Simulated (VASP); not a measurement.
# SnSe: single point with PBE+D3(BJ)

The system is SnSe.

```
CELL_PARAMETERS angstrom
0.00000 3.03360 2.98877
3.03360 0.00000 2.98877
3.03360 3.03360 0.00000
ATOMIC_POSITIONS crystal
Sn 0.00000 0.00000 0.00000
Se 0.50000 0.50000 0.50000
```

This cell differs from its parent crystal: strain +0.015 along x and y, +0.000 along z.

- Program: VASP 6.6.1
- Task: single point
- Functional: PBE
- Dispersion: D3(BJ)
- Potentials or basis: VASP PAW PBE potentials, release 64 (Sn_d, Se)
- Cutoff: 520 eV
- k mesh: 10 × 10 × 10
- Occupations: gaussian, width 0.05 eV
- Spin: no spin polarisation

| Quantity | Value |
| --- | --- |
| Pressure | -1.5 GPa |
| Band gap on the k mesh | 0.49 eV (least direct gap 0.55 eV) |
| Dispersion energy per atom | -0.350 eV |

Stress tensor (GPa, compression positive):
```
-2.10  0.00  0.00
 0.00 -2.10  0.00
 0.00  0.00 -0.29
```

Levels at points of the mesh, in eV from the valence-band top:
| k point | band 8 | band 9 | band 10 | band 11 | band 12 | band 13 |
| --- | --- | --- | --- | --- | --- | --- |
| (0.00, 0.00, 0.00) | -2.26 | -2.12 | -2.12 | 4.17 | 4.17 | 4.52 |
| (0.50, 0.00, 0.00) | -1.93 | -1.91 | 0.00 | 0.55 | 1.22 | 1.30 |
| (0.50, 0.50, 0.00) | -5.43 | -3.62 | -3.62 | 3.02 | 5.25 | 5.25 |
| (0.50, 0.00, 0.50) | -5.40 | -3.67 | -3.50 | 3.07 | 5.15 | 5.51 |

Run time: 24 s on 1 thread of Intel(R) Xeon(R) 6975P-C (Granite Rapids) (shared host), peak memory 0.25 GiB.

Caveat: the cell differs from its parent crystal (strain +0.015 along x and y, +0.000 along z); semilocal functionals underestimate gaps, and a narrow one can read as zero; spin-orbit coupling is left out, which moves the levels of the heavy elements. A k mesh can miss the band edges.
